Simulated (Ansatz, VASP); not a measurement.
# TaSi2: VASP beside Ansatz

POSCAR

```
TaSi2
1.0
    4.7839000000      0.0000000000      0.0000000000
   -2.3919500000      4.1429789292      0.0000000000
    0.0000000000      0.0000000000      6.5700000000
Ta Si
3 6
Direct
    0.0000000000      0.5000000000      0.3333333333
    0.5000000000      0.5000000000      0.6666666667
    0.5000000000      0.0000000000      0.0000000000
    0.3179400000      0.1589700000      0.3333333333
    0.1589700000      0.8410300000      0.6666666667
    0.8410300000      0.6820600000      0.0000000000
    0.6820600000      0.8410300000      0.3333333333
    0.8410300000      0.1589700000      0.6666666667
    0.1589700000      0.3179400000      0.0000000000
```

INCAR.step1

```
PREC = Accurate
ENCUT = 520
ISMEAR = -1
SIGMA = 0.05
LREAL = F
LASPH = T
NELM = 100
NBANDS = 38
GGA = PE
ALGO = Normal
EDIFF = 1E-4
LWAVE = T
LCHARG = F
```

The input INCAR.step2:

```
PREC = Accurate
ENCUT = 520
EDIFF = 1E-6
ISMEAR = -1
SIGMA = 0.05
LREAL = F
LASPH = T
NELM = 100
ALGO = Normal
ISIF = 2
LWAVE = F
LCHARG = F
METAGGA = R2SCAN
LMIXTAU = T
NBANDS = 38
ISTART = 1
```

File KPOINTS:

```
regular mesh
0
Gamma
  7 7 4
```

File input.yaml:

```yaml
crystal:
  lattice:
    - [4.7839, 0.0, 0.0]
    - [-2.39195, 4.1429789292, 0.0]
    - [0.0, 0.0, 6.57]
  atoms:
    - { symbol: Ta, position: [0.0, 0.5, 0.3333333333] }
    - { symbol: Ta, position: [0.5, 0.5, 0.6666666667] }
    - { symbol: Ta, position: [0.5, 0.0, 0.0] }
    - { symbol: Si, position: [0.31794, 0.15897, 0.3333333333] }
    - { symbol: Si, position: [0.15897, 0.84103, 0.6666666667] }
    - { symbol: Si, position: [0.84103, 0.68206, 0.0] }
    - { symbol: Si, position: [0.68206, 0.84103, 0.3333333333] }
    - { symbol: Si, position: [0.84103, 0.15897, 0.6666666667] }
    - { symbol: Si, position: [0.15897, 0.31794, 0.0] }
hamiltonian:
  xc: r2scan
  pseudopotentials: { kind: paw }
kpoints:
  mp_grid: { grid: [7, 7, 4] }
  band_path:
    path:
      - [[0.0, 0.0, 0.0], [0.5, 0.0, 0.0], [0.3333333333, 0.3333333333, 0.0], [0.0, 0.0, 0.0], [0.0, 0.0, 0.5], [0.5, 0.0, 0.5], [0.3333333333, 0.3333333333, 0.5], [0.0, 0.0, 0.5]]
      - [[0.5, 0.0, 0.5], [0.5, 0.0, 0.0]]
      - [[0.3333333333, 0.3333333333, 0.0], [0.3333333333, 0.3333333333, 0.5]]
    npoints: 10
scf:
  occupations: { method: fermi_dirac, width: 0.05 }
  n_extra_bands: 22
output:
  forces: true
  stress: true
  eigenvalues: true
  fatbands: true
```

Alike in both runs: functional r2SCAN; k mesh 7 × 7 × 4; occupations fermi-dirac, width 0.05 eV; no spin polarisation.

|  | VASP | Ansatz |
| --- | --- | --- |
| version | VASP 6.6.1 | Ansatz 0.2.0 |
| potentials or method | VASP PAW PBE potentials, release 64 (Ta_pv, Si) | Ansatz PAW |
| plane-wave cutoff (eV) | 520 | 500 |
| valence electrons in the cell | 57 | 63 |
| task | single point | band structure |

|  | VASP | Ansatz | Ansatz less VASP |
| --- | --- | --- | --- |
| gap on the k mesh at the Fermi level (eV) | none | none | - |
| pressure (GPa) | -0.6 | -0.9 | -0.29 |
| traceless stress, the component that is largest in VASP (GPa) | 0.31 | 0.38 | +0.069 |
| rms of the force components (eV/Å) | 0.020 | 0.015 | -0.0042 |

VASP's potentials were made for PBE, not for r2SCAN. Atom by atom the forces differ by 0.004 eV/Å (rms over components). A gap of «none» marks a metal or a gap that the smearing closes. VASP's potentials hold 57 valence electrons a cell and Ansatz's 63, so a difference there can come from the potentials and not from the codes.

Neither program's run includes spin-orbit coupling.
